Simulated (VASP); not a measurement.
# SnO2 (I4/m) in VASP: single point with r2SCAN

Aim: the single point of SnO2 with r2SCAN.

All numbers are computed with VASP 6.6.1; they aren't measurements. Logs are shortened: lines on timing, memory, paths and dates and some standing lists are left out, and cuts for length are marked.

## 1. The cell of the first run

It takes space group I4/m (No. 87, tetragonal). The conventional cell has a = 10.655 Å, b = 10.655 Å, c = 3.190 Å, α = 90.00°, β = 90.00°, γ = 90.00°. Within 2.7 Å of Sn (site symmetry m) lie 6 O at 2.04 to 2.11 Å. Within 2.7 Å of O (site symmetry m) lie 3 Sn at 2.04 to 2.08 Å and 1 O at 2.66 Å. O (site symmetry m) has 3 Sn at 2.07 to 2.11 Å and 3 O at 2.66 to 2.69 Å within 2.7 Å.

## 2. Single point, r2SCAN

File POSCAR:

```
SnO2
1.0
   -5.3276731554      5.3276731554      1.5949247723
    5.3276731554     -5.3276731554      1.5949247723
    5.3276731554      5.3276731554     -1.5949247723
Sn O
4 8
Direct
    0.3495363709      0.1660945435      0.5156309144
    0.8339054565      0.3495363709      0.1834418274
    0.1660945435      0.6504636291      0.8165581726
    0.6504636291      0.8339054565      0.4843690856
    0.1598796197      0.4587957379      0.6186753576
    0.5412042621      0.1598796197      0.7010838818
    0.4587957379      0.8401203803      0.2989161182
    0.8401203803      0.5412042621      0.3813246424
    0.8433318186      0.7903756060      0.6337074246
    0.2096243940      0.8433318186      0.0529562125
    0.1566681814      0.2096243940      0.3662925754
    0.7903756060      0.1566681814      0.9470437875
```

File INCAR.step1:

```
PREC = Accurate ; ENCUT = 660
ISMEAR = 0 ; SIGMA = 0.01
LREAL = False ; LASPH = True
NELM = 120 ; NBANDS = 64
GGA = PE ; ALGO = Normal
EDIFF = 1E-5 ; LWAVE = True
LCHARG = False ; GGA_COMPAT = False
KPAR = 4
```

File INCAR.step2:

```
PREC = Accurate ; ENCUT = 660
EDIFF = 1E-6 ; ISMEAR = 0
SIGMA = 0.01 ; LREAL = False
LASPH = True ; NELM = 120
ALGO = Normal ; ISIF = 2
LWAVE = False ; LCHARG = False
METAGGA = R2SCAN ; LMIXTAU = True
NBANDS = 64 ; ISTART = 1
GGA_COMPAT = False ; KPAR = 4
```

File KPOINTS:

```
regular mesh
0
Gamma
  8 8 8
```

Potentials or basis: VASP PAW PBE potentials, release 64 (Sn_d, O).

The run is started by

```sh
$ cat potpaw_PBE.64/Sn_d/POTCAR potpaw_PBE.64/O/POTCAR > POTCAR
$ cp INCAR.step1 INCAR
$ mpirun -np 4 vasp_std > vasp.out
$ cp INCAR.step2 INCAR
$ mpirun -np 4 vasp_std > vasp.out
```

OUTCAR:

```text
PREC = Accurate
   ENCUT = 660
   EDIFF = 1E-6
   ISMEAR = 0
   LREAL = False
   LASPH = True
   NELM = 120
   ISIF = 2
   METAGGA = R2SCAN
   ISTART = 1

 ion  position               nearest neighbor table
   1  0.350  0.166  0.516-   6 2.04   9 2.07   9 2.07   8 2.08   8 2.08  11 2.11   4 3.20   4 3.20
                             2 3.73   3 3.73   2 3.73   3 3.73
   2  0.834  0.350  0.183-   8 2.04  10 2.07  10 2.07   7 2.08   7 2.08  12 2.11   3 3.20   3 3.20
                             1 3.73   4 3.73   1 3.73   4 3.73
   3  0.166  0.650  0.817-   5 2.04  12 2.07  12 2.07   6 2.08   6 2.08  10 2.11   2 3.20   2 3.20
                             4 3.73   1 3.73   4 3.73   1 3.73
   4  0.650  0.834  0.484-   7 2.04  11 2.07  11 2.07   5 2.08   5 2.08   9 2.11   1 3.20   1 3.20
                             3 3.73   2 3.73   3 3.73   2 3.73
   5  0.160  0.459  0.619-   3 2.04   4 2.08   4 2.08
   6  0.541  0.160  0.701-   1 2.04   3 2.08   3 2.08
   7  0.459  0.840  0.299-   4 2.04   2 2.08   2 2.08
   8  0.840  0.541  0.381-   2 2.04   1 2.08   1 2.08
   9  0.843  0.790  0.634-   1 2.07   1 2.07   4 2.11
  10  0.210  0.843  0.053-   2 2.07   2 2.07   3 2.11
  11  0.157  0.210  0.366-   4 2.07   4 2.07   1 2.11
  12  0.790  0.157  0.947-   3 2.07   3 2.07   2 2.11

  LATTYP: Found a body centered tetragonal cell.
 ALAT       =    10.6553463108
 C/A-ratio  =     0.2993661071

  Lattice vectors:

 A1 = (  -5.3276731554,   5.3276731554,   1.5949247723)
 A2 = (   5.3276731554,  -5.3276731554,   1.5949247723)
 A3 = (   5.3276731554,   5.3276731554,  -1.5949247723)

Analysis of symmetry for initial positions (statically):
=====================================================================
 Subroutine PRICEL returns:
 Original cell was already a primitive cell.

 Routine SETGRP: Setting up the symmetry group for a
 body centered tetragonal supercell.

 Subroutine GETGRP returns: Found  8 space group operations
 (whereof  8 operations were pure point group operations)
 out of a pool of 16 trial point group operations.

The static configuration has the point symmetry C_4h.

Analysis of symmetry for dynamics (positions and initial velocities):
=====================================================================
 Subroutine PRICEL returns:
 Original cell was already a primitive cell.

 Routine SETGRP: Setting up the symmetry group for a
 body centered tetragonal supercell.

 Subroutine GETGRP returns: Found  8 space group operations
 (whereof  8 operations were pure point group operations)
 out of a pool of 16 trial point group operations.

The dynamic configuration has the point symmetry C_4h.

 Subroutine INISYM returns: Found  8 space group operations
 (whereof  8 operations are pure point group operations),
 and found     1 'primitive' translations

----------------------------------------------------------------------------------------

                                     Primitive cell

  volume of cell :     181.0820

  direct lattice vectors                    reciprocal lattice vectors
    -5.327673155  5.327673155  1.594924772     0.000000000  0.093849601  0.313494410
     5.327673155 -5.327673155  1.594924772     0.093849601  0.000000000  0.313494410
     5.327673155  5.327673155 -1.594924772     0.093849601  0.093849601  0.000000000

  length of vectors
     7.701427629  7.701427629  7.701427629     0.327240726  0.327240726  0.132723379

  position of ions in fractional coordinates (direct lattice)
     0.349536371  0.166094544  0.515630914
     0.833905456  0.349536371  0.183441827
     0.166094544  0.650463629  0.816558173
     0.650463629  0.833905456  0.484369086
     0.159879620  0.458795738  0.618675358
     0.541204262  0.159879620  0.701083882
     0.458795738  0.840120380  0.298916118
     0.840120380  0.541204262  0.381324642
     0.843331819  0.790375606  0.633707425
     0.209624394  0.843331819  0.052956212
     0.156668181  0.209624394  0.366292575
     0.790375606  0.156668181  0.947043788

  ion indices of the primitive-cell ions
   primitive index   ion index
                 1           1
                 2           2
                 3           3
                 4           4
                 5           5
                 6           6
                 7           7
                 8           8
                 9           9
                10          10
                11          11
                12          12

----------------------------------------------------------------------------------------

 KPOINTS: regular mesh

Automatic generation of k-mesh.
 Grid dimensions read from file:
 generate k-points for:    8    8    8

 Generating k-lattice:

  Cartesian coordinates                     Fractional coordinates (reciprocal lattice)
     0.000000000  0.011731200  0.039186801     0.125000000  0.000000000 -0.000000000
     0.011731200  0.000000000  0.039186801     0.000000000  0.125000000 -0.000000000
     0.011731200  0.011731200  0.000000000     0.000000000  0.000000000  0.125000000

  Length of vectors
     0.040905091  0.040905091  0.016590422

  Shift w.r.t. Gamma in fractional coordinates (k-lattice)
     0.000000000  0.000000000  0.000000000

 Subroutine IBZKPT returns following result:
 ===========================================

 Found     78 irreducible k-points:

 Following reciprocal coordinates:
            Coordinates               Weight
  0.000000  0.000000  0.000000      1.000000
  0.125000  0.000000 -0.000000      8.000000
  0.250000  0.000000 -0.000000      8.000000
  0.375000 -0.000000  0.000000      8.000000
  0.500000  0.000000 -0.000000      4.000000
  0.125000  0.125000  0.000000      8.000000
[... 16 lines left out ...]
 -0.375000  0.250000 -0.000000      8.000000
 -0.250000  0.375000  0.000000      8.000000
 [... further k-points ...]
   k-points           NKPTS =     78   k-points in BZ     NKDIM =     78   number of bands    NBANDS=     64
   number of dos      NEDOS =    301   number of ions     NIONS =     12
   total plane-waves  NPLWV = 343000
   dimension x,y,z NGX =    70 NGY =   70 NGZ =   70
   dimension x,y,z NGXF=   140 NGYF=  140 NGZF=  140
   ions per type =               4   8
   NGX,Y,Z   is equivalent  to a cutoff of  15.11, 15.11, 15.11 a.u.
   NGXF,Y,Z  is equivalent  to a cutoff of  30.22, 30.22, 30.22 a.u.
 SYSTEM =  unknown system
   PREC   = accura    normal or accurate (medium, high low for compatibility)
   ISTART =      1    job   : 0-new  1-cont  2-samecut
   ICHARG =      0    charge: 1-file 2-atom 10-const
   ISPIN  =      1    spin polarized calculation?
   LNONCOLLINEAR =      F non collinear calculations
   LSORBIT =      F    spin-orbit coupling
   LASPH  =      T    aspherical Exc in radial PAW
   ENCUT  =  660.0 eV  48.51 Ry    6.96 a.u.  16.13 16.13 16.13*2*pi/ulx,y,z
   NELM   =    120;   NELMIN=  2; NELMDL=  0     # of ELM steps
   EDIFF  = 0.1E-05   stopping-criterion for ELM
   LREAL  =      F    real-space projection
   EDIFFG = 0.1E-04   stopping-criterion for IOM
   NSW    =      0    number of steps for IOM
   IBRION =     -1    ionic relax: 0-MD 1-quasi-New 2-CG
   NFREE  =      0    steps in history (QN), initial steepest desc. (CG)
   ISIF   =      2    stress and relaxation
   ISYM   =      2    0-nonsym 1-usesym 2-fastsym
   POTIM  = 0.5000    time-step for ionic-motion
   TEBEG  =    0.0;   TEEND  =   0.0 temperature during run
   PSTRESS=    0.0 pullay stress
   NELECT =     104.0000    total number of electrons
   NUPDOWN=      -1.0000    fix difference up-down
   EMIN   =  10.00;   EMAX   =-10.00  energy-range for DOS
   EFERMI =   0.00;   METHOD = LEGACY
   ISMEAR =     0;   SIGMA  =   0.01  broadening in eV -4-tet -1-fermi 0-gaus
   EFERMI_NEDOS =   21; number of points for ismear=-14 and -15
   IALGO  =     38    algorithm
   IMIX   =      4    mixing-type and parameters
     AMIX     =   0.40;   BMIX     =  1.00
     AMIX_MAG =   1.60;   BMIX_MAG =  1.00
  volume/ion in A,a.u.               =      15.09       101.83
  Fermi-wavevector in a.u.,A,eV,Ry     =   1.360800  2.571538 25.194935  1.851775
  Thomas-Fermi vector in A             =   2.487431
   LORBIT       =      0    0 simple, 1 ext, 2 COOP (PROOUT), +10 PAW based schemes
   METAGGA = R2SCAN    functional components
   LHFCALC =     F    Hartree Fock is set to
   AEXX    =    0.0000 exact exchange contribution
   IVDW    =     0    specifies the selected vdW correction
   LEPSILON=     F    determine dielectric tensor
   LRPA    =     F    only Hartree local field effects (RPA)
 non-spin polarized calculation
 Gauss-broadening in eV      SIGMA  =   0.01
  energy-cutoff  :      660.00
  volume of cell :      181.08
 maximum number of plane-waves:      7010
 NGX is ok and might be reduce to    70
   NGX = 33   NGY = 33   NGZ = 33

 number of electron     103.9999999 magnetization

 Free energy of the ion-electron system (eV)
  ---------------------------------------------------
  ext. energy  EPLUGINS =         0.00000000
  ---------------------------------------------------
  free energy    TOTEN  =      -167.98591261 eV

  energy without entropy =     -167.98591261  energy(sigma->0) =     -167.98591261

 E-fermi :   2.4790     XC(G=0): -10.1196

 val. band max:        2.3846151359   @ k =   0.5000   0.5000   0.5000
 cond. band min:       5.0070246158   @ k =   0.0000   0.0000   0.0000
 fundamental gap:      2.6224094799
 Fermi energy:         2.4790330206

 k-point     1 :       0.0000    0.0000    0.0000
  band No.  band energies     occupation
      1     -18.7953      2.00000
      2     -18.7953      2.00000
      3     -18.5985      2.00000
      4     -18.0597      2.00000
      5     -17.8792      2.00000
      6     -17.8252      2.00000
[... 56 lines left out ...]
     63      14.1605      0.00000
     64      14.1605      0.00000

 k-point     2 :       0.1250    0.0000   -0.0000
  band No.  band energies     occupation
      1     -18.7476      2.00000
      2     -18.7286      2.00000
      3     -18.5558      2.00000
      4     -18.0056      2.00000
      5     -18.0029      2.00000
      6     -17.9884      2.00000
[... 56 lines left out ...]
     63      13.9283      0.00000
     64      14.0665      0.00000

 k-point     3 :       0.2500    0.0000   -0.0000
  band No.  band energies     occupation
      1     -18.6886      2.00000
      2     -18.6479      2.00000
      3     -18.6060      2.00000
      4     -18.3383      2.00000
      5     -18.2618      2.00000
      6     -18.1871      2.00000
[... 1396 lines left out ...]
     63      13.9539      0.00000
     64      13.9789      0.00000

 k-point    24 :      -0.2500    0.3750    0.0000
  band No.  band energies     occupation
      1     -18.8018      2.00000
      2     -18.7220      2.00000
      3     -18.4337      2.00000
      4     -18.1088      2.00000
      5     -18.0029      2.00000
      6     -18.0022      2.00000
[... 56 lines left out ...]
     63      13.7934      0.00000
     64      14.0429      0.00000

 [... further k-points ...]

------------------------ aborting loop because EDIFF is reached ----------------------------------------

  FORCE on cell =-STRESS in cart. coord.  units (eV):
  Direction    XX          YY          ZZ          XY          YZ          ZX
  --------------------------------------------------------------------------------------
  -------------------------------------------------------------------------------------
  Total        0.7118023      0.7118023      1.2016518      0.0000083      0.0000000      0.0000000
  in kB        6.2978837      6.2978837     10.6319735      0.0000737      0.0000000      0.0000000
  external PRESSURE =       7.7425803 kB  Pullay stress =       0.0000000 kB

 VOLUME and BASIS-vectors are now :
 -----------------------------------------------------------------------------
  energy-cutoff  :      660.00
  volume of cell :      181.08
      direct lattice vectors                 reciprocal lattice vectors
    -5.327673155  5.327673155  1.594924772     0.000000000  0.093849601  0.313494410
     5.327673155 -5.327673155  1.594924772     0.093849601  0.000000000  0.313494410
     5.327673155  5.327673155 -1.594924772     0.093849601  0.093849601  0.000000000

 POSITION                                       TOTAL-FORCE (eV/Angst)
 -----------------------------------------------------------------------------------
      1.76979      3.72443      0.00000        -0.021678      0.012610      0.000000
     -1.60324      3.55788      1.59492         0.012610      0.021678     -0.000000
      6.93092      1.76979      0.00000        -0.012610     -0.021678      0.000000
      3.55788      1.60324      1.59492         0.021678     -0.012610      0.000000
      4.88863      1.70357      0.00000         0.018000     -0.007525     -0.000000
      1.70357      5.76672      0.00000        -0.007525     -0.018000      0.000000
      3.62410     -0.43905      1.59492         0.007525      0.018000      0.000000
      0.43905      3.62410      1.59492        -0.018000      0.007525      0.000000
      3.09405      3.65832      1.59492         0.072466      0.050359      0.000000
      3.65832     -3.09405      1.59492         0.050359     -0.072466     -0.000000
      2.23362      1.66935      0.00000        -0.072466     -0.050359     -0.000000
      1.66935      8.42173     -0.00000        -0.050359      0.072466     -0.000000
 -----------------------------------------------------------------------------------
    total drift:                                0.000000      0.000000     -0.000000

  FREE ENERGIE OF THE ION-ELECTRON SYSTEM (eV)
  ---------------------------------------------------
  free  energy   TOTEN  =      -167.9859126133 eV

  energy  without entropy=     -167.9859126133  energy(sigma->0) =     -167.98591261
```

Run time: 31 min. Hardware: 4 MPI ranks of Intel Xeon 6975P-C (Granite Rapids), shared host; peak memory 1.4 GiB.

Results:

```
Free energy            : -167.9859 eV
Pressure               : 0.8 GPa
Largest force          : 0.088 eV/Å
Band gap on the k mesh : 2.62 eV (least direct gap 2.83 eV)
```

Forces in eV/Å, atoms in the order of the input:
```
Sn  -0.022  0.013  0.000
Sn   0.013  0.022  0.000
Sn  -0.013 -0.022  0.000
Sn   0.022 -0.013  0.000
O    0.018 -0.008  0.000
O   -0.008 -0.018  0.000
O    0.008  0.018  0.000
O   -0.018  0.008  0.000
O    0.072  0.050  0.000
O    0.050 -0.072  0.000
O   -0.072 -0.050  0.000
O   -0.050  0.072  0.000
```

Caveat: the PAW data sets were made with another functional, which shifts forces and pressure a little; spin-orbit coupling is left out, which moves the levels of the heavy elements.
